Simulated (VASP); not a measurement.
Set up this calculation in VASP 6.6.1, as the native input.

```
Task                   : single point
Functional             : r2SCAN
Potentials or basis    : VASP PAW PBE potentials, release 64 (Sn_d)
Cutoff                 : 520 eV
k mesh                 : 6 × 6 × 6
Occupations            : fermi-dirac, width 0.15 eV
Spin                   : no spin polarisation
Dipole correction      : no
Further INCAR settings : ALGO = Normal; EDIFF = 1e-06; NBANDS = 21
```

Crystal: Sn.

```
CELL_PARAMETERS angstrom
0.00000 3.31736 3.31736
3.31736 0.00000 3.31736
3.31736 3.31736 0.00000
ATOMIC_POSITIONS crystal
Sn 0.00000 0.00000 0.00000
Sn 0.25000 0.25000 0.25000
```

One way to write it, as run:

POSCAR

```
Sn
1.0
    0.0000000000      3.3173601765      3.3173601765
    3.3173601765      0.0000000000      3.3173601765
    3.3173601765      3.3173601765      0.0000000000
Sn
2
Direct
    0.0000000000      0.0000000000      0.0000000000
    0.2500000000      0.2500000000      0.2500000000
```

INCAR.step1

```
SYSTEM = Sn
  ALGO = Normal
  EDIFF = 1E-4
  ENCUT = 520
  GGA = PE
  ISMEAR = -1
  LASPH = .True.
  LCHARG = .False.
  LREAL = .False.
  LWAVE = .True.
  NBANDS = 21
  NELM = 80
  PREC = Accurate
  SIGMA = 0.15
```

INCAR.step2

```
SYSTEM = Sn
  ALGO = Normal
  EDIFF = 1E-6
  ENCUT = 520
  ISIF = 2
  ISMEAR = -1
  ISTART = 1
  LASPH = .True.
  LCHARG = .False.
  LMIXTAU = .True.
  LREAL = .False.
  LWAVE = .False.
  METAGGA = R2SCAN
  NBANDS = 21
  NELM = 80
  PREC = Accurate
  SIGMA = 0.15
```

KPOINTS

```
k-points
0
Gamma
  6 6 6
  0 0 0
```

Potentials or basis: VASP PAW PBE potentials, release 64 (Sn_d).

Run with:

```bash
$ cat potpaw_PBE.64/Sn_d/POTCAR > POTCAR
$ cp INCAR.step1 INCAR
$ mpirun -np 1 vasp_std > vasp.out
$ cp INCAR.step2 INCAR
$ mpirun -np 1 vasp_std > vasp.out
```

It gave:

- Pressure: -1.1 GPa
- Band gap on the k mesh: zero (filled and empty bands overlap)

Caveat: the PAW data sets were made with another functional, which shifts forces and pressure a little; spin-orbit coupling is left out, which moves the levels of the heavy elements.

It took 110 s on 1 thread of AMD EPYC 7R43 64-Core Processor (Zen 3) (shared host), peak memory 0.18 GiB.
